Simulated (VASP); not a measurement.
Sb: single point with PBE

Sb:

```
Sb
1.0
     3.12240    0.00000    0.00000
     0.00000    4.34752    0.00000
    -0.03891    0.00000    4.40585
Sb
2
Direct
  0.01139 0.25000 0.24117
  0.98861 0.75000 0.75883
```

```json
{"Program": "VASP 6.6.1", "Task": "single point", "Functional": "PBE", "Potentials or basis": "VASP PAW PBE potentials, release 64 (Sb)", "Cutoff": "500 eV", "k mesh": "5 × 4 × 4", "Occupations": "fermi-dirac, width 0.03 eV", "Spin": "no spin polarisation", "Dipole correction": "no", "Further INCAR settings": "ALGO = Normal; EDIFF = 1e-06; NBANDS = 12"}
```

```
Pressure               : 0.6 GPa
Largest force          : 0.247 eV/Å
Band gap on the k mesh : zero (band 5 reaches 12.20 eV, above the bottom of band 6 at 4.38 eV)
```

Forces on the atoms (eV/Å):
```
Sb  -0.035  0.000  0.244
Sb   0.035  0.000 -0.244
```

Stress tensor (GPa, compression positive):
```
-1.17  0.00 -0.19
 0.00  1.88  0.00
-0.19  0.00  1.11
```

Levels at points of the mesh, in eV from the Fermi level:
```tsv
k point	band 1	band 2	band 3	band 4	band 5	band 6	band 7	band 8	band 9	band 10
(0.00, 0.00, 0.00)	-12.33	-7.27	-3.51	-3.38	2.19	3.14	3.38	3.52	6.74	7.05
(0.00, 0.50, 0.00)	-10.53	-10.53	-1.37	-1.37	-0.79	-0.79	4.82	4.82	8.23	8.23
(0.00, 0.00, 0.50)	-10.78	-10.34	-1.47	-0.93	-0.82	-0.66	4.60	4.99	7.90	8.08
(0.00, 0.50, 0.50)	-9.88	-9.88	-5.50	-5.50	5.15	5.15	5.43	5.43	9.01	9.01
```

Wall time 5.1 s on 1 thread of Intel(R) Xeon(R) 6975P-C (Granite Rapids) (shared host), peak memory 0.16 GiB.

Caveat: the k points lie up to 0.40 Å⁻¹ apart; spin-orbit coupling is left out, which moves the levels of the heavy elements.
